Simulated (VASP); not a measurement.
# BP (I-4m2) in VASP: notebook

Runs on BP. Level: PBE. Tasks: single point.

Program: VASP 6.6.1. These are calculated values, not measurements. Logs are shortened: lines on timing, memory, paths and dates and some standing lists are left out, and cuts for length are marked.

**1. The cell of the first run**

Symmetry: I-4m2, No. 119, tetragonal system. Conventional cell: a = 3.264 Å, b = 3.264 Å, c = 4.480 Å, α = 90.00°, β = 90.00°, γ = 90.00°. Within 2.6 Å of B (site symmetry -4m2) lie 4 P at 1.98 Å. Within 2.6 Å of P (site symmetry -4m2) lie 4 B at 1.98 Å.

**2. Single point, PBE (strain +0.015 along x and y, -0.015 along z)**

INCAR reads:

```
  PREC = Accurate
  ENCUT = 520
  EDIFF = 1E-6
  ISMEAR = 0
  SIGMA = 0.05
  LREAL = False
  LASPH = True
  NELM = 80
  ALGO = Normal
  ISIF = 2
  LWAVE = False
  LCHARG = False
  GGA = PE
  NBANDS = 11
```

KPOINTS reads:

```
Automatic mesh
0
Gamma
  10 10 10
```

POSCAR reads:

```
BP
1.0
    0.0000000000      2.3082641451      2.2400395891
    2.3082641451      0.0000000000      2.2400395891
    2.3082641451      2.3082641451      0.0000000000
B P
1 1
Direct
    0.0000000000      0.0000000000      0.0000000000
    0.7500000000      0.7500000000      0.7500000000
```

Potentials or basis: VASP PAW PBE potentials, release 64 (B, P).

Launch:

```bash
cat potpaw_PBE.64/B/POTCAR potpaw_PBE.64/P/POTCAR > POTCAR
mpirun -np 1 vasp_std > vasp.out
```

OUTCAR:

```text
PREC = Accurate
   ENCUT = 520
   EDIFF = 1E-6
   ISMEAR = 0
   LREAL = False
   LASPH = True
   NELM = 80
   ISIF = 2
   GGA = PE

 ion  position               nearest neighbor table
   1  0.000  0.000  0.000-   2 1.98   2 1.98   2 1.98   2 1.98
   2  0.750  0.750  0.750-   1 1.98   1 1.98   1 1.98   1 1.98

  LATTYP: Found a body centered tetragonal cell.
 ALAT       =     3.2643784595
 C/A-ratio  =     1.3724141467

  Lattice vectors:

 A1 = (   0.0000000000,  -2.3082641451,  -2.2400395891)
 A2 = (   0.0000000000,   2.3082641451,  -2.2400395891)
 A3 = (   2.3082641451,   0.0000000000,   2.2400395891)

Analysis of symmetry for initial positions (statically):
=====================================================================
 Subroutine PRICEL returns:
 Original cell was already a primitive cell.

 Routine SETGRP: Setting up the symmetry group for a
 body centered tetragonal supercell.

 Subroutine GETGRP returns: Found  8 space group operations
 (whereof  8 operations were pure point group operations)
 out of a pool of 16 trial point group operations.

The static configuration has the point symmetry D_2d.

Analysis of symmetry for dynamics (positions and initial velocities):
=====================================================================
 Subroutine PRICEL returns:
 Original cell was already a primitive cell.

 Routine SETGRP: Setting up the symmetry group for a
 body centered tetragonal supercell.

 Subroutine GETGRP returns: Found  8 space group operations
 (whereof  8 operations were pure point group operations)
 out of a pool of 16 trial point group operations.

The dynamic configuration has the point symmetry D_2d.

 Subroutine INISYM returns: Found  8 space group operations
 (whereof  8 operations are pure point group operations),
 and found     1 'primitive' translations

----------------------------------------------------------------------------------------

                                     Primitive cell

  volume of cell :      23.8702

  direct lattice vectors                    reciprocal lattice vectors
     0.000000000  2.308264145  2.240039589    -0.216612991  0.216612991  0.223210341
     2.308264145  0.000000000  2.240039589     0.216612991 -0.216612991  0.223210341
     2.308264145  2.308264145  0.000000000     0.216612991  0.216612991 -0.223210341

  length of vectors
     3.216498208  3.216498208  3.264378460     0.379031967  0.379031967  0.379031967

  position of ions in fractional coordinates (direct lattice)
     0.000000000  0.000000000  0.000000000
     0.750000000  0.750000000  0.750000000

  ion indices of the primitive-cell ions
   primitive index   ion index
                 1           1
                 2           2

----------------------------------------------------------------------------------------

 KPOINTS: Automatic mesh

Automatic generation of k-mesh.
 Grid dimensions read from file:
 generate k-points for:   10   10   10

 Generating k-lattice:

  Cartesian coordinates                     Fractional coordinates (reciprocal lattice)
    -0.021661299  0.021661299  0.022321034     0.100000000  0.000000000  0.000000000
     0.021661299 -0.021661299  0.022321034     0.000000000  0.100000000  0.000000000
     0.021661299  0.021661299 -0.022321034     0.000000000  0.000000000  0.100000000

  Length of vectors
     0.037903197  0.037903197  0.037903197

  Shift w.r.t. Gamma in fractional coordinates (k-lattice)
     0.000000000  0.000000000  0.000000000

 Subroutine IBZKPT returns following result:
 ===========================================

 Found    102 irreducible k-points:

 Following reciprocal coordinates:
            Coordinates               Weight
  0.000000  0.000000  0.000000      1.000000
  0.100000 -0.000000  0.000000      8.000000
  0.200000 -0.000000  0.000000      8.000000
  0.300000  0.000000  0.000000      8.000000
  0.400000  0.000000  0.000000      8.000000
  0.500000  0.000000  0.000000      4.000000
[... 16 lines left out ...]
  0.300000  0.300000  0.000000      2.000000
  0.400000  0.300000  0.000000      8.000000
 [... further k-points ...]
   k-points           NKPTS =    102   k-points in BZ     NKDIM =    102   number of bands    NBANDS=     11
   number of dos      NEDOS =    301   number of ions     NIONS =      2
   total plane-waves  NPLWV =  13824
   dimension x,y,z NGX =    24 NGY =   24 NGZ =   24
   dimension x,y,z NGXF=    48 NGYF=   48 NGZF=   48
   ions per type =               1   1
   NGX,Y,Z   is equivalent  to a cutoff of  12.40, 12.40, 12.22 a.u.
   NGXF,Y,Z  is equivalent  to a cutoff of  24.81, 24.81, 24.45 a.u.
 SYSTEM =  unknown system
   PREC   = accura    normal or accurate (medium, high low for compatibility)
   ISTART =      0    job   : 0-new  1-cont  2-samecut
   ICHARG =      2    charge: 1-file 2-atom 10-const
   ISPIN  =      1    spin polarized calculation?
   LNONCOLLINEAR =      F non collinear calculations
   LSORBIT =      F    spin-orbit coupling
   LASPH  =      T    aspherical Exc in radial PAW
   ENCUT  =  520.0 eV  38.22 Ry    6.18 a.u.   5.98  5.98  6.07*2*pi/ulx,y,z
   NELM   =     80;   NELMIN=  2; NELMDL= -5     # of ELM steps
   EDIFF  = 0.1E-05   stopping-criterion for ELM
   LREAL  =      F    real-space projection
   EDIFFG = 0.1E-04   stopping-criterion for IOM
   NSW    =      0    number of steps for IOM
   IBRION =     -1    ionic relax: 0-MD 1-quasi-New 2-CG
   NFREE  =      0    steps in history (QN), initial steepest desc. (CG)
   ISIF   =      2    stress and relaxation
   ISYM   =      2    0-nonsym 1-usesym 2-fastsym
   POTIM  = 0.5000    time-step for ionic-motion
   TEBEG  =    0.0;   TEEND  =   0.0 temperature during run
   PSTRESS=    0.0 pullay stress
   NELECT =       8.0000    total number of electrons
   NUPDOWN=      -1.0000    fix difference up-down
   EMIN   =  10.00;   EMAX   =-10.00  energy-range for DOS
   EFERMI =   0.00;   METHOD = LEGACY
   ISMEAR =     0;   SIGMA  =   0.05  broadening in eV -4-tet -1-fermi 0-gaus
   EFERMI_NEDOS =   21; number of points for ismear=-14 and -15
   IALGO  =     38    algorithm
   IMIX   =      4    mixing-type and parameters
     AMIX     =   0.40;   BMIX     =  1.00
     AMIX_MAG =   1.60;   BMIX_MAG =  1.00
  volume/ion in A,a.u.               =      11.94        80.54
  Fermi-wavevector in a.u.,A,eV,Ry     =   1.137154  2.148909 17.593953  1.293119
  Thomas-Fermi vector in A             =   2.273859
   LORBIT       =      0    0 simple, 1 ext, 2 COOP (PROOUT), +10 PAW based schemes
   GGA     = PE    functional components
   LHFCALC =     F    Hartree Fock is set to
   AEXX    =    0.0000 exact exchange contribution
   IVDW    =     0    specifies the selected vdW correction
   LEPSILON=     F    determine dielectric tensor
   LRPA    =     F    only Hartree local field effects (RPA)
 non-spin polarized calculation
 Gauss-broadening in eV      SIGMA  =   0.05
  energy-cutoff  :      520.00
  volume of cell :       23.87
 maximum number of plane-waves:       658
   NGX = 11   NGY = 11   NGZ = 13

 number of electron       8.0000000 magnetization

 Free energy of the ion-electron system (eV)
  ---------------------------------------------------
  ext. energy  EPLUGINS =         0.00000000
  ---------------------------------------------------
  free energy    TOTEN  =       -12.91662666 eV

  energy without entropy =      -12.91662666  energy(sigma->0) =      -12.91662666

 E-fermi :   7.5768     XC(G=0): -10.8161

 val. band max:        7.3696148969   @ k =   0.0000   0.0000   0.0000
 cond. band min:       8.1954758739   @ k =   0.4000   0.4000   0.0000
 fundamental gap:      0.8258609771
 Fermi energy:         7.5767770397

 k-point     1 :       0.0000    0.0000    0.0000
  band No.  band energies     occupation
      1      -8.0883      2.00000
      2       7.0889      2.00000
      3       7.0889      2.00000
      4       7.3696      2.00000
      5      10.4420      0.00000
      6      10.6147      0.00000
      7      10.6147      0.00000
      8      14.2185      0.00000
      9      18.5535      0.00000
     10      18.8654      0.00000
     11      19.6090      0.00000

 k-point     2 :       0.1000   -0.0000    0.0000
  band No.  band energies     occupation
      1      -7.9112      2.00000
      2       5.8870      2.00000
      3       6.7899      2.00000
      4       7.0065      2.00000
      5      10.8090      0.00000
      6      11.0059      0.00000
      7      11.0650      0.00000
      8      14.7630      0.00000
      9      18.2649      0.00000
     10      18.8536      0.00000
     11      19.1223      0.00000

 k-point     3 :       0.2000   -0.0000    0.0000
  band No.  band energies     occupation
      1      -7.3871      2.00000
      2       3.5857      2.00000
      3       6.2152      2.00000
      4       6.4735      2.00000
      5      11.0589      0.00000
      6      11.6687      0.00000
      7      11.7198      0.00000
      8      16.0006      0.00000
      9      17.8113      0.00000
     10      18.1423      0.00000
     11      19.9945      0.00000

 k-point     4 :       0.3000    0.0000    0.0000
  band No.  band energies     occupation
      1      -6.5466      2.00000
      2       1.2645      2.00000
      3       5.7054      2.00000
      4       6.0172      2.00000
      5      10.9411      0.00000
      6      11.9234      0.00000
      7      12.1428      0.00000
      8      17.0065      0.00000
      9      18.5227      0.00000
     10      18.5387      0.00000
     11      20.2483      0.00000

 k-point     5 :       0.4000    0.0000    0.0000
  band No.  band energies     occupation
      1      -5.5051      2.00000
      2      -0.7167      2.00000
      3       5.3787      2.00000
      4       5.7308      2.00000
      5      10.8001      0.00000
      6      11.8209      0.00000
      7      12.1642      0.00000
      8      17.2651      0.00000
      9      20.0027      0.00000
     10      20.3169      0.00000
     11      21.1428      0.00000
[... 211 lines left out ...]
 k-point    21 :      -0.3000    0.2000    0.0000
  band No.  band energies     occupation
      1      -5.3223      2.00000
      2       0.3871      2.00000
      3       2.7701      2.00000
      4       5.0916      2.00000
      5      10.7910      0.00000
      6      13.2380      0.00000
      7      14.1727      0.00000
      8      16.4571      0.00000
      9      17.4864      0.00000
     10      19.3845      0.00000
     11      24.0253      0.00000

 k-point    22 :      -0.2000    0.2000    0.0000
  band No.  band energies     occupation
      1      -6.2924      2.00000
      2       2.0692      2.00000
      3       3.2395      2.00000
      4       5.7658      2.00000
      5      11.3627      0.00000
      6      12.4704      0.00000
      7      13.6854      0.00000
      8      15.4311      0.00000
      9      16.5670      0.00000
     10      20.4314      0.00000
     11      22.5416      0.00000

 k-point    23 :       0.3000    0.3000    0.0000
  band No.  band energies     occupation
      1      -5.9322      2.00000
      2       2.5900      2.00000
      3       3.8560      2.00000
      4       3.8560      2.00000
      5       8.4826      0.00000
      6      11.0404      0.00000
      7      15.9207      0.00000
      8      15.9207      0.00000
      9      20.2140      0.00000
     10      21.2048      0.00000
     11      23.6891      0.00000

 k-point    24 :       0.4000    0.3000    0.0000
  band No.  band energies     occupation
      1      -5.1022      2.00000
      2       1.2059      2.00000
      3       3.1480      2.00000
      4       3.5514      2.00000
      5       8.7612      0.00000
      6      10.6416      0.00000
      7      16.4924      0.00000
      8      16.5295      0.00000
      9      21.1521      0.00000
     10      22.1962      0.00000
     11      24.1326      0.00000

 [... further k-points ...]
[... 5 lines left out ...]
  --------------------------------------------------------------------------------------
  -------------------------------------------------------------------------------------
  Total       -0.7525939     -0.7525939      0.3766266      0.0000000      0.0000000      0.0000000
  in kB      -50.5143303    -50.5143303     25.2792907      0.0000000      0.0000000      0.0000000
  external PRESSURE =     -25.2497900 kB  Pullay stress =       0.0000000 kB

 VOLUME and BASIS-vectors are now :
 -----------------------------------------------------------------------------
  energy-cutoff  :      520.00
  volume of cell :       23.87
      direct lattice vectors                 reciprocal lattice vectors
     0.000000000  2.308264145  2.240039589    -0.216612991  0.216612991  0.223210341
     2.308264145  0.000000000  2.240039589     0.216612991 -0.216612991  0.223210341
     2.308264145  2.308264145  0.000000000     0.216612991  0.216612991 -0.223210341

 POSITION                                       TOTAL-FORCE (eV/Angst)
 -----------------------------------------------------------------------------------
      0.00000      0.00000      0.00000         0.000000      0.000000     -0.000000
      3.46240      3.46240      3.36006        -0.000000     -0.000000      0.000000
 -----------------------------------------------------------------------------------
    total drift:                               -0.000000     -0.000000      0.000000

  FREE ENERGIE OF THE ION-ELECTRON SYSTEM (eV)
  ---------------------------------------------------
  free  energy   TOTEN  =       -12.9166266641 eV

  energy  without entropy=      -12.9166266641  energy(sigma->0) =      -12.91662666
```

Run time: 6.9 s. Hardware: 1 thread of Intel Xeon 6975P-C (Granite Rapids), shared host; peak memory 0.15 GiB.

Results:

```
Free energy            : -12.9166 eV
Pressure               : -2.5 GPa
Band gap on the k mesh : 0.83 eV, indirect (least direct gap 3.07 eV)
```

Levels at points of the mesh, in eV from the valence-band top:
```
           k point  band 1  band 2  band 3  band 4  band 5  band 6  band 7  band 8  band 9
(0.00, 0.00, 0.00)  -15.46   -0.28   -0.28    0.00    3.07    3.25    3.25    6.85   11.18
(0.50, 0.00, 0.00)  -12.21   -9.07   -2.10   -1.73    3.37    4.37    4.75    9.87   13.94
(0.50, 0.50, 0.00)  -10.53   -8.48   -4.42   -4.42    0.97    1.22   11.72   11.72   14.98
(0.50, 0.00, 0.50)  -10.81   -8.75   -4.15   -4.09    1.30    1.63   11.42   11.99   14.57
```

Caveat: the cell differs from its parent crystal (strain +0.015 along x and y, -0.015 along z).

(Part 1 of 2 ends here.)
